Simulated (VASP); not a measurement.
## Fe: single point with LDA

Crystal: Fe.

```
CELL_PARAMETERS angstrom
2.39721 0.00000 0.00000
-1.19860 2.07604 0.00000
0.00000 0.00000 7.71511
ATOMIC_POSITIONS crystal
Fe 0.00000 0.00000 0.00000
Fe 0.00000 0.00000 0.50000
Fe 0.33333 0.66667 0.25000
Fe 0.66667 0.33333 0.75000
```

This isn't the form of Fe at room conditions, which is bcc.

| Property | Result |
| --- | --- |
| Program | VASP 6.6.1 |
| Task | single point |
| Functional | LDA |
| Potentials or basis | VASP PAW LDA potentials, release 64 (Fe) |
| Cutoff | 520 eV |
| k mesh | 14 × 14 × 4 |
| Occupations | fermi-dirac, width 0.1 eV |
| Spin | no spin polarisation |

| Property | Result |
| --- | --- |
| Pressure | -0.3 GPa |
| Band gap on the k mesh | zero (bands 16 and 17 overlap by 1.85 eV) |

Stress tensor (GPa, compression positive):
```
-0.22  0.00  0.00
 0.00 -0.22  0.00
 0.00  0.00 -0.32
```

Levels at points of the mesh, in eV from the Fermi level:
| k point | band 14 | band 15 | band 16 | band 17 | band 18 | band 19 |
| --- | --- | --- | --- | --- | --- | --- |
| (0.00, 0.00, 0.00) | -1.45 | -1.45 | -0.51 | -0.51 | -0.02 | -0.02 |
| (0.50, 0.00, 0.00) | 0.97 | 1.01 | 1.02 | 1.10 | 1.11 | 1.23 |
| (0.00, 0.00, 0.50) | -1.67 | -1.20 | -1.20 | -0.24 | -0.24 | -0.24 |
| (0.50, 0.00, 0.50) | -0.42 | 0.57 | 0.57 | 1.04 | 1.04 | 1.22 |

Wall time 71 s on 1 thread of Intel Xeon 8259CL (shared host), peak memory 0.17 GiB.

Caveat: the run has no spin polarisation, though such a crystal can be magnetic. Spin polarisation is off, so any magnetic state and its effect on volume and gap are missing.
